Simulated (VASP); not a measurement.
# As (Pm-3m) in VASP: further runs

As is run at these levels: PBE; tasks: single point.

All numbers are computed with VASP 6.6.1; they aren't measurements. Logs are shortened: lines on timing, memory, paths and dates and some standing lists are left out, and cuts for length are marked.

## (1) The cell of the first run

It takes space group Pm-3m (No. 221, cubic). The conventional cell has a = 2.400 Å, b = 2.400 Å, c = 2.400 Å, α = 90.00°, β = 90.00°, γ = 90.00°. As (site symmetry m-3m) has 6 As at 2.40 Å within 3.2 Å.

## (2) Single point, PBE

Contents of INCAR:

```
ALGO = Normal ; EDIFF = 1E-6
ENCUT = 520 ; GGA = PE
ISIF = 2 ; ISMEAR = -1
LASPH = True ; LCHARG = False
LREAL = False ; LWAVE = False
NBANDS = 8 ; NELM = 60
PREC = Accurate ; SIGMA = 0.08
```

Contents of KPOINTS:

```
k-points
0
Gamma
  15 15 15
```

Contents of POSCAR:

```
As
1.0
    2.3998844845      0.0000000000      0.0000000000
    0.0000000000      2.3998844845      0.0000000000
    0.0000000000      0.0000000000      2.3998844845
As
1
Direct
    0.0000000000      0.0000000000      0.0000000000
```

Potentials or basis: VASP PAW PBE potentials, release 64 (As).

The run is started by

```bash
$ cat potpaw_PBE.64/As/POTCAR > POTCAR
$ mpirun -np 1 vasp_std > vasp.out
```

OUTCAR:

```text
EDIFF = 1E-6
   ENCUT = 520
   GGA = PE
   ISIF = 2
   ISMEAR = -1
   LASPH = True
   LREAL = False
   NELM = 60
   PREC = Accurate

 ion  position               nearest neighbor table
   1  0.000  0.000  0.000-

  LATTYP: Found a simple cubic cell.
 ALAT       =     2.3998844845

  Lattice vectors:

 A1 = (   2.3998844845,   0.0000000000,   0.0000000000)
 A2 = (   0.0000000000,   2.3998844845,   0.0000000000)
 A3 = (   0.0000000000,   0.0000000000,   2.3998844845)

Analysis of symmetry for initial positions (statically):
=====================================================================
 Subroutine PRICEL returns:
 Original cell was already a primitive cell.

 Routine SETGRP: Setting up the symmetry group for a
 simple cubic supercell.

 Subroutine GETGRP returns: Found 48 space group operations
 (whereof 48 operations were pure point group operations)
 out of a pool of 48 trial point group operations.

The static configuration has the point symmetry O_h .

Analysis of symmetry for dynamics (positions and initial velocities):
=====================================================================
 Subroutine PRICEL returns:
 Original cell was already a primitive cell.

 Routine SETGRP: Setting up the symmetry group for a
 simple cubic supercell.

 Subroutine GETGRP returns: Found 48 space group operations
 (whereof 48 operations were pure point group operations)
 out of a pool of 48 trial point group operations.

The dynamic configuration has the point symmetry O_h .

 Subroutine INISYM returns: Found 48 space group operations
 (whereof 48 operations are pure point group operations),
 and found     1 'primitive' translations

----------------------------------------------------------------------------------------

                                     Primitive cell

  volume of cell :      13.8220

  direct lattice vectors                    reciprocal lattice vectors
     2.399884484  0.000000000  0.000000000     0.416686722  0.000000000  0.000000000
     0.000000000  2.399884484  0.000000000     0.000000000  0.416686722  0.000000000
     0.000000000  0.000000000  2.399884484     0.000000000  0.000000000  0.416686722

  length of vectors
     2.399884484  2.399884484  2.399884484     0.416686722  0.416686722  0.416686722

  position of ions in fractional coordinates (direct lattice)
     0.000000000  0.000000000  0.000000000

  ion indices of the primitive-cell ions
   primitive index   ion index
                 1           1

----------------------------------------------------------------------------------------

 KPOINTS: k-points

Automatic generation of k-mesh.
 Grid dimensions read from file:
 generate k-points for:   15   15   15

 Generating k-lattice:

  Cartesian coordinates                     Fractional coordinates (reciprocal lattice)
     0.027779115  0.000000000  0.000000000     0.066666667  0.000000000  0.000000000
     0.000000000  0.027779115  0.000000000     0.000000000  0.066666667  0.000000000
     0.000000000  0.000000000  0.027779115     0.000000000  0.000000000  0.066666667

  Length of vectors
     0.027779115  0.027779115  0.027779115

  Shift w.r.t. Gamma in fractional coordinates (k-lattice)
     0.000000000  0.000000000  0.000000000

 Subroutine IBZKPT returns following result:
 ===========================================

 Found    120 irreducible k-points:

 Following reciprocal coordinates:
            Coordinates               Weight
  0.000000  0.000000  0.000000      1.000000
  0.066667  0.000000  0.000000      6.000000
  0.133333  0.000000  0.000000      6.000000
  0.200000  0.000000  0.000000      6.000000
  0.266667  0.000000  0.000000      6.000000
  0.333333  0.000000  0.000000      6.000000
[... 16 lines left out ...]
  0.266667  0.200000  0.000000     24.000000
  0.333333  0.200000  0.000000     24.000000
 [... further k-points ...]
   k-points           NKPTS =    120   k-points in BZ     NKDIM =    120   number of bands    NBANDS=      8
   number of dos      NEDOS =    301   number of ions     NIONS =      1
   total plane-waves  NPLWV =   5832
   dimension x,y,z NGX =    18 NGY =   18 NGZ =   18
   dimension x,y,z NGXF=    36 NGYF=   36 NGZF=   36
   ions per type =               1
   NGX,Y,Z   is equivalent  to a cutoff of  12.47, 12.47, 12.47 a.u.
   NGXF,Y,Z  is equivalent  to a cutoff of  24.94, 24.94, 24.94 a.u.
 SYSTEM =  unknown system
   PREC   = accura    normal or accurate (medium, high low for compatibility)
   ISTART =      0    job   : 0-new  1-cont  2-samecut
   ICHARG =      2    charge: 1-file 2-atom 10-const
   ISPIN  =      1    spin polarized calculation?
   LNONCOLLINEAR =      F non collinear calculations
   LSORBIT =      F    spin-orbit coupling
   LASPH  =      T    aspherical Exc in radial PAW
   ENCUT  =  520.0 eV  38.22 Ry    6.18 a.u.   4.46  4.46  4.46*2*pi/ulx,y,z
   NELM   =     60;   NELMIN=  2; NELMDL= -5     # of ELM steps
   EDIFF  = 0.1E-05   stopping-criterion for ELM
   LREAL  =      F    real-space projection
   EDIFFG = 0.1E-04   stopping-criterion for IOM
   NSW    =      0    number of steps for IOM
   IBRION =     -1    ionic relax: 0-MD 1-quasi-New 2-CG
   NFREE  =      0    steps in history (QN), initial steepest desc. (CG)
   ISIF   =      2    stress and relaxation
   ISYM   =      2    0-nonsym 1-usesym 2-fastsym
   POTIM  = 0.5000    time-step for ionic-motion
   TEBEG  =    0.0;   TEEND  =   0.0 temperature during run
   PSTRESS=    0.0 pullay stress
   NELECT =       5.0000    total number of electrons
   NUPDOWN=      -1.0000    fix difference up-down
   EMIN   =  10.00;   EMAX   =-10.00  energy-range for DOS
   EFERMI =   0.00;   METHOD = LEGACY
   ISMEAR =    -1;   SIGMA  =   0.08  broadening in eV -4-tet -1-fermi 0-gaus
   EFERMI_NEDOS =   21; number of points for ismear=-14 and -15
   IALGO  =     38    algorithm
   IMIX   =      4    mixing-type and parameters
     AMIX     =   0.40;   BMIX     =  1.00
     AMIX_MAG =   1.60;   BMIX_MAG =  1.00
  volume/ion in A,a.u.               =      13.82        93.28
  Fermi-wavevector in a.u.,A,eV,Ry     =   1.166472  2.204313 18.512876  1.360658
  Thomas-Fermi vector in A             =   2.302985
   LORBIT       =      0    0 simple, 1 ext, 2 COOP (PROOUT), +10 PAW based schemes
   GGA     = PE    functional components
   LHFCALC =     F    Hartree Fock is set to
   AEXX    =    0.0000 exact exchange contribution
   IVDW    =     0    specifies the selected vdW correction
   LEPSILON=     F    determine dielectric tensor
   LRPA    =     F    only Hartree local field effects (RPA)
 non-spin polarized calculation
  energy-cutoff  :      520.00
  volume of cell :       13.82
 maximum number of plane-waves:       386
 NGX is ok and might be reduce to    18
   NGX =  9   NGY =  9   NGZ =  9

 number of electron       5.0000001 magnetization

 Free energy of the ion-electron system (eV)
  ---------------------------------------------------
  ext. energy  EPLUGINS =         0.00000000
  ---------------------------------------------------
  free energy    TOTEN  =        -3.51463985 eV

  energy without entropy =       -3.50609568  energy(sigma->0) =       -3.51036777

 E-fermi :  11.0215     XC(G=0): -12.0691

 val. band max:       11.0197819025   @ k =   0.2667   0.2000   0.0000
 cond. band min:      11.0316513456   @ k =   0.2000   0.2000   0.1333
 fundamental gap:      0.0118694432
 Fermi energy:        11.0214843038

 k-point     1 :       0.0000    0.0000    0.0000
  band No.  band energies     occupation
      1      -8.1522      2.00000
      2      16.4071      0.00000
      3      16.4071      0.00000
      4      16.4071      0.00000
      5      19.6310      0.00000
      6      19.6310      0.00000
      7      24.8070      0.00000
      8      40.7575      0.00000

 k-point     2 :       0.0667    0.0000    0.0000
  band No.  band energies     occupation
      1      -8.0394      2.00000
      2      14.6212      0.00000
      3      16.5176      0.00000
      4      16.5176      0.00000
      5      19.7240      0.00000
      6      21.1019      0.00000
      7      25.3679      0.00000
      8      39.0989      0.00000

 k-point     3 :       0.1333    0.0000    0.0000
  band No.  band energies     occupation
      1      -7.7015      2.00000
      2      11.8609      0.00006
      3      16.8449      0.00000
      4      16.8449      0.00000
      5      20.0014      0.00000
      6      22.6380      0.00000
      7      27.3139      0.00000
      8      36.6200      0.00000

 k-point     4 :       0.2000    0.0000    0.0000
  band No.  band energies     occupation
      1      -7.1409      2.00000
      2       9.1162      2.00000
      3      17.3747      0.00000
      4      17.3747      0.00000
      5      20.4574      0.00000
      6      23.5646      0.00000
      7      30.2429      0.00000
      8      34.2017      0.00000

 k-point     5 :       0.2667    0.0000    0.0000
  band No.  band energies     occupation
      1      -6.3641      2.00000
      2       6.5330      2.00000
      3      18.0780      0.00000
      4      18.0780      0.00000
      5      21.0778      0.00000
      6      24.3747      0.00000
      7      31.9680      0.00000
      8      31.9680      0.00000
[... 177 lines left out ...]
 k-point    22 :       0.2000    0.2000    0.0000
  band No.  band energies     occupation
      1      -6.1310      2.00000
      2       9.4352      2.00000
      3      10.8274      1.83756
      4      18.3432      0.00000
      5      22.7280      0.00000
      6      26.5064      0.00000
      7      29.8604      0.00000
      8      32.2064      0.00000

 k-point    23 :       0.2667    0.2000    0.0000
  band No.  band energies     occupation
      1      -5.3553      2.00000
      2       7.3901      2.00000
      3      11.0198      1.01064
      4      19.0477      0.00000
      5      22.8791      0.00000
      6      24.8195      0.00000
      7      31.2473      0.00000
      8      32.7926      0.00000

 k-point    24 :       0.3333    0.2000    0.0000
  band No.  band energies     occupation
      1      -4.3825      2.00000
      2       5.1046      2.00000
      3      11.8242      0.00009
      4      19.8692      0.00000
      5      21.5849      0.00000
      6      24.9132      0.00000
      7      30.8311      0.00000
      8      31.3157      0.00000

 [... further k-points ...]
[... 5 lines left out ...]
  --------------------------------------------------------------------------------------
  -------------------------------------------------------------------------------------
  Total        6.2562712      6.2562712      6.2562712     -0.0000000     -0.0000000     -0.0000000
  in kB      725.1955538    725.1955538    725.1955538     -0.0000000     -0.0000000     -0.0000000
  external PRESSURE =     725.1955538 kB  Pullay stress =       0.0000000 kB

 VOLUME and BASIS-vectors are now :
 -----------------------------------------------------------------------------
  energy-cutoff  :      520.00
  volume of cell :       13.82
      direct lattice vectors                 reciprocal lattice vectors
     2.399884484  0.000000000  0.000000000     0.416686722  0.000000000  0.000000000
     0.000000000  2.399884484  0.000000000     0.000000000  0.416686722  0.000000000
     0.000000000  0.000000000  2.399884484     0.000000000  0.000000000  0.416686722

 POSITION                                       TOTAL-FORCE (eV/Angst)
 -----------------------------------------------------------------------------------
      0.00000      0.00000      0.00000         0.000000      0.000000      0.000000
 -----------------------------------------------------------------------------------
    total drift:                                0.000000     -0.000000      0.000000

  FREE ENERGIE OF THE ION-ELECTRON SYSTEM (eV)
  ---------------------------------------------------
  free  energy   TOTEN  =        -3.5146398539 eV

  energy  without entropy=       -3.5060956829  energy(sigma->0) =       -3.51036777
```

It took 12 s on 1 thread of Intel Xeon 8259CL, shared host; peak memory 0.09 GiB.

What came out:

* Free energy: -3.5146 eV
* Pressure: 72.5 GPa

(Continued in part 2 of 3.)
